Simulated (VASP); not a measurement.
Write the native input for VASP 6.6.1 that does the following.

* Task: single point
* Functional: PBE
* Potentials or basis: VASP PAW PBE potentials, release 64 (Bi_d, H)
* Cutoff: 520 eV
* k mesh: 6 × 6 × 6
* Occupations: gaussian, width 0.1 eV
* Spin: no spin polarisation
* Dipole correction: no
* Further INCAR settings: ALGO = Normal; EDIFF = 1e-06; NBANDS = 18

The structure of BiH4 lies in POSCAR:

```
BiH4
1.0
   -2.4597075900      2.4597075900      2.4597075900
    2.4597075900     -2.4597075900      2.4597075900
    2.4597075900      2.4597075900     -2.4597075900
Bi H
1 4
Direct
    0.0000000000      0.0000000000      0.0000000000
    0.5000000000      0.5000000000      0.5000000000
    0.5000000000      0.0000000000      0.0000000000
    0.0000000000      0.0000000000      0.5000000000
    0.0000000000      0.5000000000      0.0000000000
```

The cell was built from a structure type or drawn by symmetry, and may not be a known phase.

The input as run:

INCAR

```
  PREC = Accurate
  ENCUT = 520
  EDIFF = 1E-6
  ISMEAR = 0
  SIGMA = 0.1
  LREAL = False
  LASPH = True
  NELM = 80
  ALGO = Normal
  ISIF = 2
  LWAVE = False
  LCHARG = True
  GGA = PE
  LELF = True
  LVHAR = True
  NBANDS = 18
```

KPOINTS

```
regular mesh
0
Gamma
  6 6 6
```

Potentials or basis: VASP PAW PBE potentials, release 64 (Bi_d, H).

Command:

```console
$ cat potpaw_PBE.64/Bi_d/POTCAR potpaw_PBE.64/H/POTCAR > POTCAR
$ mpirun -np 1 vasp_std > vasp.out
```

Results of the run:

- Pressure: -0.3 GPa
- Band gap on the k mesh: zero (an odd number of electrons rules out a gap without spin polarisation)

Caveat: spin-orbit coupling is left out, which moves the levels of the heavy elements.

Run time: 15 s on 1 thread of Intel(R) Xeon(R) Platinum 8488C (Sapphire Rapids) (shared host), peak memory 0.17 GiB.
